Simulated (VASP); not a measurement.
A run of VASP 6.6.1 is set up as follows.

Contents of POSCAR:

```
CdS
1.0
    2.8804887494      2.8804887494      0.0000000000
   -2.8804887494      2.8804887494      0.0000000000
    0.0000000000      2.8804887494      3.0234728735
Cd S
1 1
Direct
    0.0000000000      0.0000000000      0.0000000000
    0.7500000000      0.2500000000      0.5000000000
```

INCAR.step1

```
SYSTEM = CdS
PREC     = Accurate       ! precision mode
ENCUT    = 520            ! plane-wave cutoff, eV
ISMEAR   = 0              ! smearing method
SIGMA    = 0.01           ! smearing width, eV
LREAL    = .FALSE.        ! projectors in reciprocal space
LASPH    = .TRUE.         ! aspherical terms in the spheres
NELM     = 60             ! most SCF steps
NBANDS   = 16             ! bands
GGA      = PE             ! functional
ALGO     = Normal         ! electronic algorithm
EDIFF    = 1E-4           ! SCF threshold, eV
LWAVE    = .TRUE.         ! write WAVECAR
LCHARG   = .FALSE.        ! write CHGCAR
```

INCAR.step2

```
SYSTEM = CdS
PREC     = Accurate       ! precision mode
ENCUT    = 520            ! plane-wave cutoff, eV
EDIFF    = 1E-6           ! SCF threshold, eV
ISMEAR   = 0              ! smearing method
SIGMA    = 0.01           ! smearing width, eV
LREAL    = .FALSE.        ! projectors in reciprocal space
LASPH    = .TRUE.         ! aspherical terms in the spheres
NELM     = 60             ! most SCF steps
ALGO     = Normal         ! electronic algorithm
ISIF     = 2              ! what is computed and relaxed
LWAVE    = .FALSE.        ! write WAVECAR
LCHARG   = .FALSE.        ! write CHGCAR
METAGGA  = R2SCAN         ! meta-GGA
LMIXTAU  = .TRUE.       
NBANDS   = 16             ! bands
ISTART   = 1
```

KPOINTS

```
regular mesh
0
G
  8 8 8
  0 0 0
```

Potentials or basis: VASP PAW PBE potentials, release 64 (Cd, S).

Command:

```bash
$ cat potpaw_PBE.64/Cd/POTCAR potpaw_PBE.64/S/POTCAR > POTCAR
$ cp INCAR.step1 INCAR
$ mpirun -np 1 vasp_std > vasp.out
$ cp INCAR.step2 INCAR
$ mpirun -np 1 vasp_std > vasp.out
```

(1) Predict the band gap on the k mesh.

(2) Predict the pressure.

## Answers

(1) 1.51 eV, direct.

(2) 1.0 GPa.

Caveat: the cell differs from its parent crystal (film at in-plane strain -0.02); the PAW data sets were made with another functional, which shifts forces and pressure a little.
